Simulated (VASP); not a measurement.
# CuO (P6_3mc) in VASP: notebook

CuO is run at these levels: LDA+U; tasks: single point.

All numbers are computed with VASP 6.6.1; they aren't measurements. Logs are shortened: lines on timing, memory, paths and dates and some standing lists are left out, and cuts for length are marked.

### Step 1. The cell of the first run

Symmetry: P6_3mc, No. 186, hexagonal system. The conventional cell has a = 3.288 Å, b = 3.288 Å, c = 5.385 Å, α = 90.00°, β = 90.00°, γ = 120.00°. Within 2.7 Å of Cu (site symmetry 3m) lie 4 O at 2.01 to 2.02 Å. Within 2.7 Å of O (site symmetry 3m) lie 4 Cu at 2.01 to 2.02 Å.

### Step 2. Single point, LDA+U, non-collinear spin, twin_end start, spin-orbit coupling

The input, INCAR:

```
SYSTEM = CuO
PREC     = Accurate       ! precision mode
ENCUT    = 520            ! plane-wave cutoff, eV
EDIFF    = 1E-6           ! SCF threshold, eV
ISMEAR   = 0              ! smearing method
SIGMA    = 0.05           ! smearing width, eV
LREAL    = .FALSE.        ! projectors in reciprocal space
LASPH    = .TRUE.         ! aspherical terms in the spheres
NELM     = 150            ! most SCF steps
ALGO     = Normal         ! electronic algorithm
ISIF     = 2              ! what is computed and relaxed
LWAVE    = .FALSE.        ! write WAVECAR
LCHARG   = .FALSE.        ! write CHGCAR
LNONCOLLINEAR= .TRUE.         ! non-collinear magnetism
MAGMOM   = 0 -0.46 0 0 -0.46 0 0 -0.52 0 0 -0.52 0 ! initial moments
LORBIT   = 11             ! projections on sites
LSORBIT  = .TRUE.         ! spin-orbit coupling
GGA_COMPAT= .FALSE.      
LORBMOM  = .TRUE.       
LMAXMIX  = 4              ! l up to which the mixer works
LDAU     = .TRUE.         ! DFT+U
LDAUTYPE = 1            
LDAUL    = 2 -1           ! shell
LDAUU    = 7 0            ! U, eV
LDAUJ    = 0.7 0        
LDAUPRINT= 1            
NBANDS   = 48             ! bands
```

The input, KPOINTS:

```
regular mesh
0
G
  7 7 4
  0 0 0
```

The input, POSCAR:

```
CuO
1.0
    3.2880244300      0.0000000000      0.0000000000
   -1.6440122100      2.8475126800      0.0000000000
    0.0000000000      0.0000000000      5.3850248600
Cu O
2 2
Direct
    0.6666666667      0.3333333333      0.0000000000
    0.3333333333      0.6666666667      0.5000000000
    0.6666666667      0.3333333333      0.6252000000
    0.3333333333      0.6666666667      0.1252000000
```

Potentials or basis: VASP PAW LDA potentials, release 64 (Cu, O).

Command:

```sh
$ cat potpaw_LDA.64/Cu/POTCAR potpaw_LDA.64/O/POTCAR > POTCAR
$ mpirun -np 1 vasp_ncl > vasp.out
```

OUTCAR:

```text
SYSTEM = CuO
   PREC = Accurate
   ENCUT = 520
   EDIFF = 1E-6
   ISMEAR = 0
   LREAL = .FALSE.
   LASPH = .TRUE.
   NELM = 150
   ISIF = 2
   LNONCOLLINEAR = .TRUE.
   LORBIT = 11
   LSORBIT = .TRUE.

 ion  position               nearest neighbor table
   1  0.667  0.333  0.000-   4 2.01   4 2.01   4 2.01   3 2.02
   2  0.333  0.667  0.500-   3 2.01   3 2.01   3 2.01   4 2.02
   3  0.667  0.333  0.625-   2 2.01   2 2.01   2 2.01   1 2.02
   4  0.333  0.667  0.125-   1 2.01   1 2.01   1 2.01   2 2.02

  LATTYP: Found a hexagonal cell.
 ALAT       =     3.2880244300
 C/A-ratio  =     1.6377691148

  Lattice vectors:

 A1 = (   3.2880244300,   0.0000000000,   0.0000000000)
 A2 = (  -1.6440122100,   2.8475126800,   0.0000000000)
 A3 = (   0.0000000000,   0.0000000000,   5.3850248600)

Analysis of symmetry for initial positions (statically):
=====================================================================
 Subroutine PRICEL returns:
 Original cell was already a primitive cell.

 Routine SETGRP: Setting up the symmetry group for a
 hexagonal supercell.

 Subroutine GETGRP returns: Found 12 space group operations
 (whereof  6 operations were pure point group operations)
 out of a pool of 24 trial point group operations.

The static configuration has the point symmetry C_3v.
 The point group associated with its full space group is C_6v.

Analysis of symmetry for dynamics (positions and initial velocities):
=====================================================================
 Subroutine PRICEL returns:
 Original cell was already a primitive cell.

 Routine SETGRP: Setting up the symmetry group for a
 hexagonal supercell.

 Subroutine GETGRP returns: Found 12 space group operations
 (whereof  6 operations were pure point group operations)
 out of a pool of 24 trial point group operations.

The dynamic configuration has the point symmetry C_3v.
 The point group associated with its full space group is C_6v.

Analysis of structural, dynamic, and magnetic symmetry:
=====================================================================
 Subroutine PRICEL returns:
 Original cell was already a primitive cell.

 Routine SETGRP: Setting up the symmetry group for a
 hexagonal supercell.

 Subroutine GETGRP returns: Found  2 space group operations
 (whereof  1 operations were pure point group operations)
 out of a pool of 24 trial point group operations.

The overall configuration has the point symmetry C_1 .
 The point group associated with its full space group is C_1h.

 Subroutine INISYM returns: Found  2 space group operations
 (whereof  1 operations are pure point group operations),
 and found     1 'primitive' translations

----------------------------------------------------------------------------------------

                                     Primitive cell

  volume of cell :      50.4183

  direct lattice vectors                    reciprocal lattice vectors
     3.288024430  0.000000000  0.000000000     0.304133993  0.175591843  0.000000000
    -1.644012210  2.847512680  0.000000000     0.000000000  0.351183686  0.000000000
     0.000000000  0.000000000  5.385024860     0.000000000  0.000000000  0.185700164

  length of vectors
     3.288024430  3.288024423  5.385024860     0.351183686  0.351183686  0.185700164

  position of ions in fractional coordinates (direct lattice)
     0.666666667  0.333333333  0.000000000
     0.333333333  0.666666667  0.500000000
     0.666666667  0.333333333  0.625200000
     0.333333333  0.666666667  0.125200000

  ion indices of the primitive-cell ions
   primitive index   ion index
                 1           1
                 2           2
                 3           3
                 4           4

----------------------------------------------------------------------------------------

 KPOINTS: regular mesh

Automatic generation of k-mesh.
 Grid dimensions read from file:
 generate k-points for:    7    7    4

 Generating k-lattice:

  Cartesian coordinates                     Fractional coordinates (reciprocal lattice)
     0.043447713  0.025084549  0.000000000     0.142857143  0.000000000  0.000000000
     0.000000000  0.050169098  0.000000000     0.000000000  0.142857143  0.000000000
     0.000000000  0.000000000  0.046425041     0.000000000  0.000000000  0.250000000
[... 213 lines left out ...]
 cond. band min:       2.0272498693   @ k =   0.1429  -0.4286   0.5000
 fundamental gap:      0.0009892613
 Fermi energy:         2.0269989725

 k-point     1 :       0.0000    0.0000    0.0000
  band No.  band energies     occupation
      1     -15.6963      1.00000
      2     -15.2097      1.00000
      3     -15.0350      1.00000
      4     -14.4842      1.00000
      5      -3.2417      1.00000
      6      -3.2016      1.00000
[... 1165 lines left out ...]
     45      12.8220      0.00000
     46      13.1690      0.00000

 [... further k-points ...]

 [bands above 46 left out]

------------------------ aborting loop because EDIFF is reached ----------------------------------------

  FORCE on cell =-STRESS in cart. coord.  units (eV):
  Direction    XX          YY          ZZ          XY          YZ          ZX
  --------------------------------------------------------------------------------------
  -------------------------------------------------------------------------------------
  Total       -5.4208323     -5.2170440     -5.1460009     -0.0000000      0.0000000      0.0007681
  in kB     -172.2614647   -165.7855487   -163.5279615     -0.0000003      0.0000000      0.0244080
  external PRESSURE =    -167.1916583 kB  Pullay stress =       0.0000000 kB

 VOLUME and BASIS-vectors are now :
 -----------------------------------------------------------------------------
  energy-cutoff  :      520.00
  volume of cell :       50.42
      direct lattice vectors                 reciprocal lattice vectors
     3.288024430  0.000000000  0.000000000     0.304133993  0.175591843  0.000000000
    -1.644012210  2.847512680  0.000000000     0.000000000  0.351183686  0.000000000
     0.000000000  0.000000000  5.385024860     0.000000000  0.000000000  0.185700164

 POSITION                                       TOTAL-FORCE (eV/Angst)
 -----------------------------------------------------------------------------------
      1.64401      0.94917      0.00000         0.000967      0.021971     -0.011701
      0.00000      1.89834      2.69251         0.000967     -0.021971     -0.011701
      1.64401      0.94917      3.36672        -0.000967      0.014433      0.011701
      0.00000      1.89834      0.67421        -0.000967     -0.014433      0.011701
 -----------------------------------------------------------------------------------
    total drift:                                0.000059     -0.000000      0.001607

  FREE ENERGIE OF THE ION-ELECTRON SYSTEM (eV)
  ---------------------------------------------------
  free  energy   TOTEN  =       -17.7682559869 eV

  energy  without entropy=      -17.7625148940  energy(sigma->0) =      -17.76538544

 orbital moment (x)

 # of ion     p       d       tot
 ----------------------------------------
  1        -0.000   0.001   0.001
  2         0.000  -0.001  -0.001
  3         0.000   0.000   0.000
  4        -0.000   0.000  -0.000
 ----------------------------------------
            0.000   0.000   0.000

 orbital moment (y)

 # of ion     p       d       tot
 ----------------------------------------
  1         0.001  -0.127  -0.126
  2         0.001  -0.127  -0.126
  3         0.016   0.000   0.016
  4         0.016   0.000   0.016
 ----------------------------------------
            0.033  -0.254  -0.221

 orbital moment (z)

 # of ion     p       d       tot
 ----------------------------------------
  1        -0.000   0.010   0.010
  2         0.000  -0.010  -0.010
  3         0.002   0.000   0.002
  4        -0.002   0.000  -0.002
 ----------------------------------------
           -0.000  -0.000  -0.000

 Spin-Orbit-Coupling matrix elements

 Ion:    1  E_soc:     -0.0230127
 l=   1
     0.0000000    -0.0001864    -0.0001911
    -0.0001864     0.0000000    -0.0001735
    -0.0001911    -0.0001735     0.0000000
 l=   2
     0.0000000    -0.0006093     0.0000000    -0.0005327    -0.0027720
    -0.0006093     0.0000000    -0.0019098    -0.0002893    -0.0005083
     0.0000000    -0.0019098     0.0000000    -0.0036397     0.0000000
    -0.0005327    -0.0002893    -0.0036397     0.0000000    -0.0006943
    -0.0027720    -0.0005083     0.0000000    -0.0006943     0.0000000
 l=   3
     0.0000000     0.0000000     0.0000000     0.0000000     0.0000000     0.0000000     0.0000000
     0.0000000     0.0000000     0.0000000     0.0000000     0.0000000     0.0000000     0.0000000
     0.0000000     0.0000000     0.0000000     0.0000000     0.0000000     0.0000000     0.0000000
     0.0000000     0.0000000     0.0000000     0.0000000     0.0000000     0.0000000     0.0000000
[... 49 lines left out ...]
 l=   2
     0.0000000     0.0000000     0.0000000     0.0000000     0.0000000
     0.0000000     0.0000000     0.0000000     0.0000000     0.0000000
     0.0000000     0.0000000     0.0000000     0.0000000     0.0000000
     0.0000000     0.0000000     0.0000000     0.0000000     0.0000000
     0.0000000     0.0000000     0.0000000     0.0000000     0.0000000
 l=   3
     0.0000000     0.0000000     0.0000000     0.0000000     0.0000000     0.0000000     0.0000000
     0.0000000     0.0000000     0.0000000     0.0000000     0.0000000     0.0000000     0.0000000
     0.0000000     0.0000000     0.0000000     0.0000000     0.0000000     0.0000000     0.0000000
     0.0000000     0.0000000     0.0000000     0.0000000     0.0000000     0.0000000     0.0000000
     0.0000000     0.0000000     0.0000000     0.0000000     0.0000000     0.0000000     0.0000000
     0.0000000     0.0000000     0.0000000     0.0000000     0.0000000     0.0000000     0.0000000
     0.0000000     0.0000000     0.0000000     0.0000000     0.0000000     0.0000000     0.0000000

 total charge

# of ion       s       p       d       tot
------------------------------------------
    1        0.318   0.320   9.292   9.930
    2        0.318   0.320   9.292   9.930
    3        1.552   3.295   0.000   4.846
    4        1.552   3.295   0.000   4.846
--------------------------------------------------
tot          3.740   7.229  18.583  29.552

 magnetization (x)

# of ion       s       p       d       tot
------------------------------------------
    1       -0.000   0.000   0.000   0.000
    2        0.000  -0.000  -0.000  -0.000
    3       -0.000  -0.000   0.000  -0.000
    4        0.000   0.000   0.000   0.000
--------------------------------------------------
tot          0.000  -0.000  -0.000  -0.000

 magnetization (y)

# of ion       s       p       d       tot
------------------------------------------
    1        0.008  -0.017  -0.487  -0.495
    2        0.008  -0.017  -0.487  -0.495
    3       -0.007  -0.420   0.000  -0.427
    4       -0.007  -0.420   0.000  -0.427
--------------------------------------------------
tot          0.002  -0.874  -0.973  -1.845

 magnetization (z)

# of ion       s       p       d       tot
------------------------------------------
    1        0.000   0.000   0.001   0.001
    2       -0.000  -0.000  -0.001  -0.001
    3       -0.000  -0.001   0.000  -0.001
    4        0.000   0.001   0.000   0.001
--------------------------------------------------
tot          0.000   0.000   0.000   0.000
```

Run time: 6.8 min. Hardware: 1 thread of Intel Xeon 6975P-C (Granite Rapids), shared host; peak memory 0.48 GiB.

What came out:

```
Free energy                                           : -17.7683 eV
Pressure                                              : -16.7 GPa
Largest force                                         : 0.025 eV/Å
Net moment                                            : 1.95 μB per cell
Valence electrons inside the program's atomic spheres : Cu 9.93; O 4.85
```

Forces on the atoms (eV/Å):
```
Cu   0.001  0.022 -0.012
Cu   0.001 -0.022 -0.012
O   -0.001  0.014  0.012
O   -0.001 -0.014  0.012
```

Stress tensor (GPa, compression positive):
```
-17.23   0.00   0.00
  0.00 -16.58   0.00
  0.00   0.00 -16.35
```

Moments on the atoms (μB; x, y, z):
```
Cu   0.00 -0.49  0.00
Cu   0.00 -0.49  0.00
O    0.00 -0.43  0.00
O    0.00 -0.43  0.00
```

Caveat: the cell stands under tension.

[end of part 1 of 2]
